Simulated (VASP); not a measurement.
# TiB2 (P6/mmm) in VASP: settings compared

Aim: see how the results for TiB2 move with the level of theory and the settings. Levels: LDA, r2SCAN. Tasks: single point.

Program: VASP 6.6.1. These are calculated values, not measurements. Logs are shortened: lines on timing, memory, paths and dates and some standing lists are left out, and cuts for length are marked.

## (1) The cell of the first run

Symmetry: P6/mmm, No. 191, hexagonal system. The conventional cell has a = 3.089 Å, b = 3.089 Å, c = 3.292 Å, α = 90.00°, β = 90.00°, γ = 120.00°. Within 3.2 Å of Ti (site symmetry 6/mmm) lie 12 B at 2.43 Å and 6 Ti at 3.09 Å. Within 2.4 Å of B (site symmetry -6m2) lie 3 B at 1.78 Å.

## (2) Single point, LDA

INCAR

```
  PREC = Accurate
  ENCUT = 520
  EDIFF = 1E-6
  ISMEAR = -1
  SIGMA = 0.05
  LREAL = F
  LASPH = T
  NELM = 60
  ALGO = Normal
  ISIF = 2
  LWAVE = F
  LCHARG = F
  GGA = CA
  NBANDS = 16
```

KPOINTS

```
Automatic mesh
0
Gamma
  10 10 8
```

POSCAR

```
TiB2
1.0
    3.0886111617      0.0000000000      0.0000000000
   -1.5443055808      2.6748157284      0.0000000000
    0.0000000000      0.0000000000      3.2917180359
Ti B
1 2
Direct
    0.0000000000      0.0000000000      0.0000000000
    0.6666666667      0.3333333333      0.5000000000
    0.3333333333      0.6666666667      0.5000000000
```

Potentials or basis: VASP PAW LDA potentials, release 64 (Ti_sv, B).

Run with:

```bash
cat potpaw_LDA.64/Ti_sv/POTCAR potpaw_LDA.64/B/POTCAR > POTCAR
mpirun -np 1 vasp_std > vasp.out
```

OUTCAR:

```text
PREC = Accurate
   ENCUT = 520
   EDIFF = 1E-6
   ISMEAR = -1
   LREAL = F
   LASPH = T
   NELM = 60
   ISIF = 2
   GGA = CA

 ion  position               nearest neighbor table
   1  0.000  0.000  0.000-   2 2.43   3 2.43   2 2.43   3 2.43   3 2.43   3 2.43   2 2.43   2 2.43
                             2 2.43   2 2.43   3 2.43   3 2.43
   2  0.667  0.333  0.500-   3 1.78   3 1.78   3 1.78   1 2.43   1 2.43   1 2.43   1 2.43   1 2.43
                             1 2.43
   3  0.333  0.667  0.500-   2 1.78   2 1.78   2 1.78   1 2.43   1 2.43   1 2.43   1 2.43   1 2.43
                             1 2.43

  LATTYP: Found a hexagonal cell.
 ALAT       =     3.0886111617
 C/A-ratio  =     1.0657599366

  Lattice vectors:

 A1 = (   3.0886111617,   0.0000000000,   0.0000000000)
 A2 = (  -1.5443055808,   2.6748157284,   0.0000000000)
 A3 = (   0.0000000000,   0.0000000000,   3.2917180359)

Analysis of symmetry for initial positions (statically):
=====================================================================
 Subroutine PRICEL returns:
 Original cell was already a primitive cell.

 Routine SETGRP: Setting up the symmetry group for a
 hexagonal supercell.

 Subroutine GETGRP returns: Found 24 space group operations
 (whereof 24 operations were pure point group operations)
 out of a pool of 24 trial point group operations.

The static configuration has the point symmetry D_6h.

Analysis of symmetry for dynamics (positions and initial velocities):
=====================================================================
 Subroutine PRICEL returns:
 Original cell was already a primitive cell.

 Routine SETGRP: Setting up the symmetry group for a
 hexagonal supercell.

 Subroutine GETGRP returns: Found 24 space group operations
 (whereof 24 operations were pure point group operations)
 out of a pool of 24 trial point group operations.

The dynamic configuration has the point symmetry D_6h.

 Subroutine INISYM returns: Found 24 space group operations
 (whereof 24 operations are pure point group operations),
 and found     1 'primitive' translations

----------------------------------------------------------------------------------------

                                     Primitive cell

  volume of cell :      27.1944

  direct lattice vectors                    reciprocal lattice vectors
     3.088611162  0.000000000  0.000000000     0.323770118  0.186928765  0.000000000
    -1.544305581  2.674815728  0.000000000     0.000000000  0.373857529  0.000000000
     0.000000000  0.000000000  3.291718036     0.000000000  0.000000000  0.303792727

  length of vectors
     3.088611162  3.088611162  3.291718036     0.373857529  0.373857529  0.303792727

  position of ions in fractional coordinates (direct lattice)
     0.000000000  0.000000000  0.000000000
     0.666666667  0.333333333  0.500000000
     0.333333333  0.666666667  0.500000000

  ion indices of the primitive-cell ions
   primitive index   ion index
                 1           1
                 2           2
                 3           3

----------------------------------------------------------------------------------------

 KPOINTS: Automatic mesh

Automatic generation of k-mesh.
 Grid dimensions read from file:
 generate k-points for:   10   10    8

 Generating k-lattice:

  Cartesian coordinates                     Fractional coordinates (reciprocal lattice)
     0.032377012  0.018692876  0.000000000     0.100000000  0.000000000  0.000000000
     0.000000000  0.037385753  0.000000000     0.000000000  0.100000000  0.000000000
     0.000000000  0.000000000  0.037974091     0.000000000  0.000000000  0.125000000

  Length of vectors
     0.037385753  0.037385753  0.037974091

  Shift w.r.t. Gamma in fractional coordinates (k-lattice)
     0.000000000  0.000000000  0.000000000

 Subroutine IBZKPT returns following result:
 ===========================================

 Found     70 irreducible k-points:

 Following reciprocal coordinates:
            Coordinates               Weight
  0.000000  0.000000  0.000000      1.000000
  0.100000 -0.000000  0.000000      6.000000
  0.200000 -0.000000  0.000000      6.000000
  0.300000 -0.000000  0.000000      6.000000
  0.400000 -0.000000  0.000000      6.000000
  0.500000 -0.000000  0.000000      3.000000
[... 16 lines left out ...]
  0.300000  0.100000  0.125000     24.000000
  0.400000  0.100000  0.125000     24.000000
 [... further k-points ...]
   k-points           NKPTS =     70   k-points in BZ     NKDIM =     70   number of bands    NBANDS=     16
   number of dos      NEDOS =    301   number of ions     NIONS =      3
   total plane-waves  NPLWV =  13824
   dimension x,y,z NGX =    24 NGY =   24 NGZ =   24
   dimension x,y,z NGXF=    48 NGYF=   48 NGZF=   48
   ions per type =               1   2
   NGX,Y,Z   is equivalent  to a cutoff of  12.92, 12.92, 12.12 a.u.
   NGXF,Y,Z  is equivalent  to a cutoff of  25.84, 25.84, 24.24 a.u.
 SYSTEM =  unknown system
   PREC   = accura    normal or accurate (medium, high low for compatibility)
   ISTART =      0    job   : 0-new  1-cont  2-samecut
   ICHARG =      2    charge: 1-file 2-atom 10-const
   ISPIN  =      1    spin polarized calculation?
   LNONCOLLINEAR =      F non collinear calculations
   LSORBIT =      F    spin-orbit coupling
   LASPH  =      T    aspherical Exc in radial PAW
   ENCUT  =  520.0 eV  38.22 Ry    6.18 a.u.   5.74  5.74  6.12*2*pi/ulx,y,z
   NELM   =     60;   NELMIN=  2; NELMDL= -5     # of ELM steps
   EDIFF  = 0.1E-05   stopping-criterion for ELM
   LREAL  =      F    real-space projection
   EDIFFG = 0.1E-04   stopping-criterion for IOM
   NSW    =      0    number of steps for IOM
   IBRION =     -1    ionic relax: 0-MD 1-quasi-New 2-CG
   NFREE  =      0    steps in history (QN), initial steepest desc. (CG)
   ISIF   =      2    stress and relaxation
   ISYM   =      2    0-nonsym 1-usesym 2-fastsym
   POTIM  = 0.5000    time-step for ionic-motion
   TEBEG  =    0.0;   TEEND  =   0.0 temperature during run
   PSTRESS=    0.0 pullay stress
   NELECT =      18.0000    total number of electrons
   NUPDOWN=      -1.0000    fix difference up-down
   EMIN   =  10.00;   EMAX   =-10.00  energy-range for DOS
   EFERMI =   0.00;   METHOD = LEGACY
   ISMEAR =    -1;   SIGMA  =   0.05  broadening in eV -4-tet -1-fermi 0-gaus
   EFERMI_NEDOS =   21; number of points for ismear=-14 and -15
   IALGO  =     38    algorithm
   IMIX   =      4    mixing-type and parameters
     AMIX     =   0.40;   BMIX     =  1.00
     AMIX_MAG =   1.60;   BMIX_MAG =  1.00
  volume/ion in A,a.u.               =       9.06        61.17
  Fermi-wavevector in a.u.,A,eV,Ry     =   1.426721  2.696112 27.695110  2.035533
  Thomas-Fermi vector in A             =   2.546968
   LORBIT       =      0    0 simple, 1 ext, 2 COOP (PROOUT), +10 PAW based schemes
   GGA     = CA    functional components
   LHFCALC =     F    Hartree Fock is set to
   AEXX    =    0.0000 exact exchange contribution
   IVDW    =     0    specifies the selected vdW correction
   LEPSILON=     F    determine dielectric tensor
   LRPA    =     F    only Hartree local field effects (RPA)
 non-spin polarized calculation
  energy-cutoff  :      520.00
  volume of cell :       27.19
 maximum number of plane-waves:       746
 NGX is ok and might be reduce to    24
   NGX = 11   NGY = 11   NGZ = 13

 number of electron      18.0000001 magnetization

 Free energy of the ion-electron system (eV)
  ---------------------------------------------------
  ext. energy  EPLUGINS =         0.00000000
  ---------------------------------------------------
  free energy    TOTEN  =       -26.71497585 eV

  energy without entropy =      -26.70847862  energy(sigma->0) =      -26.71172723

 E-fermi :   9.2198     XC(G=0): -12.6747

 val. band max:        9.1952197280   @ k =   0.2000   0.2000   0.1250
 cond. band min:       9.2232728015   @ k =   0.1000  -0.0000   0.3750
 fundamental gap:      0.0280530735
 Fermi energy:         9.2198488407

 k-point     1 :       0.0000    0.0000    0.0000
  band No.  band energies     occupation
      1     -47.0944      2.00000
      2     -23.8181      2.00000
      3     -23.5395      2.00000
      4     -23.5395      2.00000
      5      -3.6911      2.00000
      6       6.8191      2.00000
[... 8 lines left out ...]
     15      14.8403      0.00000
     16      15.8816      0.00000

 k-point     2 :       0.1000   -0.0000    0.0000
  band No.  band energies     occupation
      1     -47.0902      2.00000
      2     -23.8128      2.00000
      3     -23.5726      2.00000
      4     -23.5471      2.00000
      5      -3.5083      2.00000
      6       6.2976      2.00000
[... 8 lines left out ...]
     15      15.8429      0.00000
     16      16.4646      0.00000

 k-point     3 :       0.2000   -0.0000    0.0000
  band No.  band energies     occupation
      1     -47.0790      2.00000
      2     -23.7986      2.00000
      3     -23.6585      2.00000
      4     -23.5669      2.00000
      5      -2.9735      2.00000
      6       5.0257      2.00000
[... 8 lines left out ...]
     15      16.7360      0.00000
     16      17.8315      0.00000

 k-point     4 :       0.3000   -0.0000    0.0000
  band No.  band energies     occupation
      1     -47.0652      2.00000
      2     -23.7810      2.00000
      3     -23.7632      2.00000
      4     -23.5913      2.00000
      5      -2.1217      2.00000
      6       3.4594      2.00000
[... 8 lines left out ...]
     15      16.1338      0.00000
     16      17.8608      0.00000
[... 324 lines left out ...]
 k-point    22 :       0.2000    0.1000    0.1250
  band No.  band energies     occupation
      1     -47.0683      2.00000
      2     -23.8098      2.00000
      3     -23.7160      2.00000
      4     -23.5889      2.00000
      5      -2.3073      2.00000
      6       4.2785      2.00000
[... 8 lines left out ...]
     15      16.8610      0.00000
     16      18.1699      0.00000

 k-point    23 :       0.3000    0.1000    0.1250
  band No.  band energies     occupation
      1     -47.0558      2.00000
      2     -23.8041      2.00000
      3     -23.7923      2.00000
      4     -23.6169      2.00000
      5      -1.3548      2.00000
      6       2.7471      2.00000
[... 8 lines left out ...]
     15      17.0861      0.00000
     16      18.5365      0.00000

 k-point    24 :       0.4000    0.1000    0.1250
  band No.  band energies     occupation
      1     -47.0480      2.00000
      2     -23.8569      2.00000
      3     -23.7826      2.00000
      4     -23.6342      2.00000
      5      -0.1682      2.00000
      6       1.2395      2.00000
[... 8 lines left out ...]
     15      17.3465      0.00000
     16      18.3724      0.00000

 [... further k-points ...]
[... 5 lines left out ...]
  --------------------------------------------------------------------------------------
  -------------------------------------------------------------------------------------
  Total       -4.0078405     -4.0078405     -3.6821030     -0.0000000      0.0000000      0.0000000
  in kB     -236.1246223   -236.1246223   -216.9335774     -0.0000000      0.0000000      0.0000000
  external PRESSURE =    -229.7276073 kB  Pullay stress =       0.0000000 kB

 VOLUME and BASIS-vectors are now :
 -----------------------------------------------------------------------------
  energy-cutoff  :      520.00
  volume of cell :       27.19
      direct lattice vectors                 reciprocal lattice vectors
     3.088611162  0.000000000  0.000000000     0.323770118  0.186928765  0.000000000
    -1.544305581  2.674815728  0.000000000     0.000000000  0.373857529  0.000000000
     0.000000000  0.000000000  3.291718036     0.000000000  0.000000000  0.303792727

 POSITION                                       TOTAL-FORCE (eV/Angst)
 -----------------------------------------------------------------------------------
      0.00000      0.00000      0.00000        -0.000000      0.000000     -0.000000
      1.54431      0.89161      1.64586         0.000000     -0.000000      0.000000
     -0.00000      1.78321      1.64586        -0.000000      0.000000     -0.000000
 -----------------------------------------------------------------------------------
    total drift:                               -0.000000      0.000000      0.000000

  FREE ENERGIE OF THE ION-ELECTRON SYSTEM (eV)
  ---------------------------------------------------
  free  energy   TOTEN  =       -26.7149758496 eV

  energy  without entropy=      -26.7084786172  energy(sigma->0) =      -26.71172723
```

Run time: 8.5 s. Hardware: 1 thread of Intel Xeon 6975P-C (Granite Rapids), shared host; peak memory 0.14 GiB.

Results:

```yaml
Free_energy: -26.7150 eV
Pressure: -23.0 GPa
Band_gap_on_the_k_mesh: zero (band 9 reaches 9.62 eV, above the bottom of band 10 at 9.11 eV)
```

Levels at points of the mesh, in eV from the Fermi level:
| k point | band 7 | band 8 | band 9 | band 10 | band 11 | band 12 |
| --- | --- | --- | --- | --- | --- | --- |
| (0.00, 0.00, 0.00) | -2.40 | -2.16 | -1.91 | 1.77 | 1.77 | 3.43 |
| (0.50, 0.00, 0.00) | -3.06 | -2.97 | -2.05 | 1.27 | 2.56 | 3.00 |
| (0.00, 0.00, 0.50) | -0.46 | -0.46 | -0.11 | -0.11 | 0.45 | 0.45 |
| (0.50, 0.00, 0.50) | -4.33 | -3.54 | -2.96 | 2.30 | 2.73 | 4.15 |

(Continued in part 2 of 2.)
